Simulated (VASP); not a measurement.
SiO2: single point with r2SCAN

The system is SiO2.

```
Si O
1.0
     6.09382    0.00000    0.00000
     0.00000    6.09382    0.00000
     0.00000    0.00000    4.76894
Si O
4 8
Direct
  0.34664 0.00000 0.75000
  0.65336 0.00000 0.25000
  0.00000 0.34664 0.00000
  0.00000 0.65336 0.50000
  0.50000 0.09901 0.50000
  0.50000 0.90099 0.00000
  0.19625 0.19625 0.87500
  0.19625 0.80375 0.62500
  0.80375 0.19625 0.12500
  0.80375 0.80375 0.37500
  0.90099 0.50000 0.75000
  0.09901 0.50000 0.25000
```

```yaml
Program: VASP 6.6.1
Task: single point
Functional: r2SCAN
Potentials_or_basis: VASP PAW PBE potentials, release 64 (Si, O)
Cutoff: 520 eV
k_mesh: 4 × 4 × 6
Occupations: gaussian, width 0.02 eV
Spin: no spin polarisation
```

```json
{"Pressure": "-4.4 GPa", "Largest force": "0.357 eV/Å", "Band gap on the k mesh": "6.16 eV"}
```

Forces in eV/Å, atoms in the order of the input:
```
Si   0.004  0.000  0.000
Si  -0.004  0.000  0.000
Si   0.000  0.004  0.000
Si   0.000 -0.004  0.000
O    0.000 -0.357  0.000
O    0.000  0.357  0.000
O   -0.095 -0.095  0.000
O   -0.095  0.095  0.000
O    0.095 -0.095  0.000
O    0.095  0.095  0.000
O    0.357  0.000  0.000
O   -0.357  0.000  0.000
```

Stress tensor (GPa, compression positive):
```
-4.36  0.00  0.00
 0.00 -4.36  0.00
 0.00  0.00 -4.45
```

Levels at points of the mesh, in eV from the valence-band top:
| k point | band 29 | band 30 | band 31 | band 32 | band 33 | band 34 | band 35 | band 36 |
| --- | --- | --- | --- | --- | --- | --- | --- | --- |
| (0.00, 0.00, 0.00) | -0.80 | -0.70 | -0.48 | 0.00 | 6.16 | 9.31 | 9.47 | 9.47 |
| (0.50, 0.00, 0.00) | -0.78 | -0.56 | -0.34 | -0.33 | 7.44 | 8.04 | 9.21 | 9.77 |
| (0.50, 0.50, 0.00) | -1.15 | -0.44 | -0.14 | -0.14 | 8.60 | 8.60 | 8.72 | 9.35 |
| (0.00, 0.00, 0.50) | -0.59 | -0.59 | -0.20 | -0.20 | 8.42 | 8.42 | 10.21 | 10.21 |
| (0.50, 0.00, 0.50) | -0.69 | -0.69 | -0.43 | -0.43 | 8.96 | 8.96 | 9.67 | 9.67 |
| (0.50, 0.50, 0.50) | -0.85 | -0.85 | -0.47 | -0.47 | 9.40 | 9.40 | 9.95 | 9.95 |

Wall time 16 min on 1 thread of Intel Xeon 8259CL, with other jobs on the host, peak memory 0.38 GiB.

Caveat: the cell stands under tension; the PAW data sets were made with another functional, which shifts forces and pressure a little. A k mesh can miss the band edges.
